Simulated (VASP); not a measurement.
# Mo (P4/nmm) in VASP: single point with PBE

Aim: the single point of Mo with PBE.

Everything below comes from runs of VASP 6.6.1. Logs are shortened: lines on timing, memory, paths and dates and some standing lists are left out, and cuts for length are marked.

### Step 1. The cell of the first run

Symmetry: P4/nmm, No. 129, tetragonal system. Conventional cell: a = 3.142 Å, b = 3.142 Å, c = 3.142 Å, α = 90.00°, β = 90.00°, γ = 90.00°. Within 3.5 Å of Mo (site symmetry 4mm) lie 14 Mo at 2.68 to 3.14 Å.

### Step 2. Single point, PBE (atoms displaced along a vibrational mode)

File INCAR:

```
ALGO = Fast ; EDIFF = 1E-6
ENCUT = 520 ; GGA = PE
ISIF = 2 ; ISMEAR = 0
LASPH = True ; LCHARG = False
LREAL = False ; LWAVE = False
NBANDS = 21 ; NELM = 60
PREC = Accurate ; SIGMA = 0.15
```

File KPOINTS:

```
k-points
0
Gamma
  16 16 16
```

File POSCAR:

```
Mo
1.0
    0.0000000000     -3.1420000000      0.0000000000
   -3.1420000000      0.0000000000      0.0000000000
    0.0000000000      0.0000000000     -3.1420000000
Mo
2
Direct
    0.5000000000      0.5000000000      0.4880649268
    0.0000000000      0.0000000000      0.0119350732
```

Potentials or basis: VASP PAW PBE potentials, release 64 (Mo_sv).

Launch:

```bash
> cat potpaw_PBE.64/Mo_sv/POTCAR > POTCAR
> mpirun -np 1 vasp_std > vasp.out
```

OUTCAR:

```text
EDIFF = 1E-6
   ENCUT = 520
   GGA = PE
   ISIF = 2
   ISMEAR = 0
   LASPH = True
   LREAL = False
   NELM = 60
   PREC = Accurate

 ion  position               nearest neighbor table
   1  0.500  0.500  0.488-   2 2.68   2 2.68   2 2.68   2 2.68   2 2.77   2 2.77   2 2.77   2 2.77

   2  0.000  0.000  0.012-   1 2.68   1 2.68   1 2.68   1 2.68   1 2.77   1 2.77   1 2.77   1 2.77

  LATTYP: Found a simple cubic cell.
 ALAT       =     3.1420000000

  Lattice vectors:

 A1 = (   0.0000000000,  -3.1420000000,   0.0000000000)
 A2 = (  -3.1420000000,   0.0000000000,   0.0000000000)
 A3 = (   0.0000000000,   0.0000000000,  -3.1420000000)

Analysis of symmetry for initial positions (statically):
=====================================================================
 Subroutine PRICEL returns:
 Original cell was already a primitive cell.

 Routine SETGRP: Setting up the symmetry group for a
 simple cubic supercell.

 Subroutine GETGRP returns: Found 16 space group operations
 (whereof  8 operations were pure point group operations)
 out of a pool of 48 trial point group operations.

The static configuration has the point symmetry C_4v.
 The point group associated with its full space group is D_4h.

Analysis of symmetry for dynamics (positions and initial velocities):
=====================================================================
 Subroutine PRICEL returns:
 Original cell was already a primitive cell.

 Routine SETGRP: Setting up the symmetry group for a
 simple cubic supercell.

 Subroutine GETGRP returns: Found 16 space group operations
 (whereof  8 operations were pure point group operations)
 out of a pool of 48 trial point group operations.

The dynamic configuration has the point symmetry C_4v.
 The point group associated with its full space group is D_4h.

 Subroutine INISYM returns: Found 16 space group operations
 (whereof  8 operations are pure point group operations),
 and found     1 'primitive' translations

----------------------------------------------------------------------------------------

                                     Primitive cell

  volume of cell :      31.0183

  direct lattice vectors                    reciprocal lattice vectors
     0.000000000 -3.142000000  0.000000000     0.000000000 -0.318268619  0.000000000
    -3.142000000  0.000000000  0.000000000    -0.318268619  0.000000000  0.000000000
     0.000000000  0.000000000 -3.142000000     0.000000000  0.000000000 -0.318268619

  length of vectors
     3.142000000  3.142000000  3.142000000     0.318268619  0.318268619  0.318268619

  position of ions in fractional coordinates (direct lattice)
     0.500000000  0.500000000  0.488064927
     0.000000000  0.000000000  0.011935073

  ion indices of the primitive-cell ions
   primitive index   ion index
                 1           1
                 2           2

----------------------------------------------------------------------------------------

 KPOINTS: k-points

Automatic generation of k-mesh.
 Grid dimensions read from file:
 generate k-points for:   16   16   16

 Generating k-lattice:

  Cartesian coordinates                     Fractional coordinates (reciprocal lattice)
     0.000000000 -0.019891789  0.000000000     0.062500000  0.000000000  0.000000000
    -0.019891789  0.000000000  0.000000000     0.000000000  0.062500000  0.000000000
     0.000000000  0.000000000 -0.019891789     0.000000000  0.000000000  0.062500000

  Length of vectors
     0.019891789  0.019891789  0.019891789

  Shift w.r.t. Gamma in fractional coordinates (k-lattice)
     0.000000000  0.000000000  0.000000000

 Subroutine IBZKPT returns following result:
 ===========================================

 Found    405 irreducible k-points:

 Following reciprocal coordinates:
            Coordinates               Weight
  0.000000  0.000000  0.000000      1.000000
  0.062500  0.000000  0.000000      4.000000
  0.000000  0.000000  0.062500      2.000000
  0.125000  0.000000  0.000000      4.000000
  0.000000  0.000000  0.125000      2.000000
  0.187500  0.000000  0.000000      4.000000
[... 16 lines left out ...]
  0.187500  0.062500  0.000000      8.000000
  0.000000  0.187500  0.062500      8.000000
 [... further k-points ...]
   k-points           NKPTS =    405   k-points in BZ     NKDIM =    405   number of bands    NBANDS=     21
   number of dos      NEDOS =    301   number of ions     NIONS =      2
   total plane-waves  NPLWV =  13824
   dimension x,y,z NGX =    24 NGY =   24 NGZ =   24
   dimension x,y,z NGXF=    48 NGYF=   48 NGZF=   48
   ions per type =               2
   NGX,Y,Z   is equivalent  to a cutoff of  12.70, 12.70, 12.70 a.u.
   NGXF,Y,Z  is equivalent  to a cutoff of  25.40, 25.40, 25.40 a.u.
 SYSTEM =  unknown system
   PREC   = accura    normal or accurate (medium, high low for compatibility)
   ISTART =      0    job   : 0-new  1-cont  2-samecut
   ICHARG =      2    charge: 1-file 2-atom 10-const
   ISPIN  =      1    spin polarized calculation?
   LNONCOLLINEAR =      F non collinear calculations
   LSORBIT =      F    spin-orbit coupling
   LASPH  =      T    aspherical Exc in radial PAW
   ENCUT  =  520.0 eV  38.22 Ry    6.18 a.u.   5.84  5.84  5.84*2*pi/ulx,y,z
   NELM   =     60;   NELMIN=  2; NELMDL= -5     # of ELM steps
   EDIFF  = 0.1E-05   stopping-criterion for ELM
   LREAL  =      F    real-space projection
   EDIFFG = 0.1E-04   stopping-criterion for IOM
   NSW    =      0    number of steps for IOM
   IBRION =     -1    ionic relax: 0-MD 1-quasi-New 2-CG
   NFREE  =      0    steps in history (QN), initial steepest desc. (CG)
   ISIF   =      2    stress and relaxation
   ISYM   =      2    0-nonsym 1-usesym 2-fastsym
   POTIM  = 0.5000    time-step for ionic-motion
   TEBEG  =    0.0;   TEEND  =   0.0 temperature during run
   PSTRESS=    0.0 pullay stress
   NELECT =      28.0000    total number of electrons
   NUPDOWN=      -1.0000    fix difference up-down
   EMIN   =  10.00;   EMAX   =-10.00  energy-range for DOS
   EFERMI =   0.00;   METHOD = LEGACY
   ISMEAR =     0;   SIGMA  =   0.15  broadening in eV -4-tet -1-fermi 0-gaus
   EFERMI_NEDOS =   21; number of points for ismear=-14 and -15
   IALGO  =     68    algorithm
   IMIX   =      4    mixing-type and parameters
     AMIX     =   0.40;   BMIX     =  1.00
     AMIX_MAG =   1.60;   BMIX_MAG =  1.00
  volume/ion in A,a.u.               =      15.51       104.66
  Fermi-wavevector in a.u.,A,eV,Ry     =   1.582176  2.989878 34.059184  2.503279
  Thomas-Fermi vector in A             =   2.682139
   LORBIT       =      0    0 simple, 1 ext, 2 COOP (PROOUT), +10 PAW based schemes
   GGA     = PE    functional components
   LHFCALC =     F    Hartree Fock is set to
   AEXX    =    0.0000 exact exchange contribution
   IVDW    =     0    specifies the selected vdW correction
   LEPSILON=     F    determine dielectric tensor
   LRPA    =     F    only Hartree local field effects (RPA)
 non-spin polarized calculation
 RMM-DIIS sequential band-by-band and
 Gauss-broadening in eV      SIGMA  =   0.15
  energy-cutoff  :      520.00
  volume of cell :       31.02
 maximum number of plane-waves:       861
 NGX is ok and might be reduce to    24
   NGX = 11   NGY = 11   NGZ = 11

 number of electron      28.0000000 magnetization

 Free energy of the ion-electron system (eV)
  ---------------------------------------------------
  ext. energy  EPLUGINS =         0.00000000
  ---------------------------------------------------
  free energy    TOTEN  =       -21.85132422 eV

  energy without entropy =      -21.83765668  energy(sigma->0) =      -21.84449045

 E-fermi :  12.6944     XC(G=0): -13.4317

 val. band max:       12.6895446893   @ k =   0.0625   0.0625   0.3125
 cond. band min:      12.6956893096   @ k =   0.3750   0.0000   0.5000
 fundamental gap:      0.0061446203
 Fermi energy:        12.6943747704

 k-point     1 :       0.0000    0.0000    0.0000
  band No.  band energies     occupation
      1     -48.5553      2.00000
      2     -48.0837      2.00000
      3     -22.7963      2.00000
      4     -22.7963      2.00000
      5     -22.7876      2.00000
      6     -21.8064      2.00000
[... 13 lines left out ...]
     20      21.8522      0.00000
     21      21.8522      0.00000

 k-point     2 :       0.0625    0.0000    0.0000
  band No.  band energies     occupation
      1     -48.5501      2.00000
      2     -48.0875      2.00000
      3     -22.7973      2.00000
      4     -22.7864      2.00000
      5     -22.7782      2.00000
      6     -21.8151      2.00000
[... 13 lines left out ...]
     20      21.6045      0.00000
     21      22.2108      0.00000

 k-point     3 :       0.0000    0.0000    0.0625
  band No.  band energies     occupation
      1     -48.5502      2.00000
      2     -48.0874      2.00000
      3     -22.7886      2.00000
      4     -22.7867      2.00000
      5     -22.7867      2.00000
      6     -21.8270      2.00000
[... 13 lines left out ...]
     20      21.6901      0.00000
     21      22.2061      0.00000

 k-point     4 :       0.1250    0.0000    0.0000
  band No.  band energies     occupation
      1     -48.5348      2.00000
      2     -48.0989      2.00000
      3     -22.7992      2.00000
      4     -22.7572      2.00000
      5     -22.7504      2.00000
      6     -21.8737      2.00000
[... 13 lines left out ...]
     20      20.9473      0.00000
     21      23.1237      0.00000

 k-point     5 :       0.0000    0.0000    0.1250
  band No.  band energies     occupation
      1     -48.5354      2.00000
      2     -48.0983      2.00000
      3     -22.7902      2.00000
      4     -22.7584      2.00000
      5     -22.7584      2.00000
      6     -21.8864      2.00000
[... 13 lines left out ...]
     20      21.0321      0.00000
     21      23.1106      0.00000
[... 382 lines left out ...]
     20      21.2270      0.00000
     21      22.9053      0.00000

 k-point    22 :       0.0625    0.0000    0.1250
  band No.  band energies     occupation
      1     -48.5305      2.00000
      2     -48.1017      2.00000
      3     -22.8231      2.00000
      4     -22.7491      2.00000
      5     -22.7183      2.00000
      6     -21.9320      2.00000
[... 13 lines left out ...]
     20      21.2923      0.00000
     21      22.8777      0.00000

 k-point    23 :       0.1875    0.0625    0.0000
  band No.  band energies     occupation
      1     -48.5057      2.00000
      2     -48.1207      2.00000
      3     -22.8360      2.00000
      4     -22.6978      2.00000
      5     -22.6660      2.00000
      6     -22.0235      2.00000
[... 13 lines left out ...]
     20      20.3111      0.00000
     21      24.0802      0.00000

 k-point    24 :       0.0000    0.1875    0.0625
  band No.  band energies     occupation
      1     -48.5058      2.00000
      2     -48.1205      2.00000
      3     -22.8341      2.00000
      4     -22.7014      2.00000
      5     -22.6644      2.00000
      6     -22.0241      2.00000
[... 13 lines left out ...]
     20      20.3140      0.00000
     21      24.0418      0.00000

 [... further k-points ...]

------------------------ aborting loop because EDIFF is reached ----------------------------------------

  FORCE on cell =-STRESS in cart. coord.  units (eV):
  Direction    XX          YY          ZZ          XY          YZ          ZX
  --------------------------------------------------------------------------------------
  -------------------------------------------------------------------------------------
  Total        1.1099745      1.1099745      1.1258065      0.0000000     -0.0000000      0.0000000
  in kB       57.3330472     57.3330472     58.1508109      0.0000000     -0.0000000      0.0000000
  external PRESSURE =      57.6056351 kB  Pullay stress =       0.0000000 kB

 VOLUME and BASIS-vectors are now :
 -----------------------------------------------------------------------------
  energy-cutoff  :      520.00
  volume of cell :       31.02
      direct lattice vectors                 reciprocal lattice vectors
     0.000000000 -3.142000000  0.000000000     0.000000000 -0.318268619  0.000000000
    -3.142000000  0.000000000  0.000000000    -0.318268619  0.000000000  0.000000000
     0.000000000  0.000000000 -3.142000000     0.000000000  0.000000000 -0.318268619

 POSITION                                       TOTAL-FORCE (eV/Angst)
 -----------------------------------------------------------------------------------
     -1.57100     -1.57100     -1.53350         0.000000      0.000000     -0.429240
      0.00000      0.00000     -0.03750         0.000000     -0.000000      0.429240
 -----------------------------------------------------------------------------------
    total drift:                                0.000000     -0.000000     -0.000000

  FREE ENERGIE OF THE ION-ELECTRON SYSTEM (eV)
  ---------------------------------------------------
  free  energy   TOTEN  =       -21.8513242200 eV

  energy  without entropy=      -21.8376566755  energy(sigma->0) =      -21.84449045
```

Wall time 85 s (1 thread of Intel Xeon Platinum 8375C at 2.90GHz (Ice Lake), shared host); peak memory 0.3 GiB.

What came out:

```yaml
Free_energy: -21.8513 eV
Pressure: 5.8 GPa
Largest_force: 0.429 eV/Å
Band_gap_on_the_k_mesh: zero (bands 14 and 15 overlap by 2.28 eV)
```

Forces on the atoms (eV/Å):
```
Mo   0.000  0.000 -0.429
Mo   0.000  0.000  0.429
```

Stress tensor (GPa, compression positive):
```
5.73 0.00 0.00
0.00 5.73 0.00
0.00 0.00 5.82
```

Caveat: the cell differs from its parent crystal (atoms displaced along a vibrational mode); the cell stands under pressure.
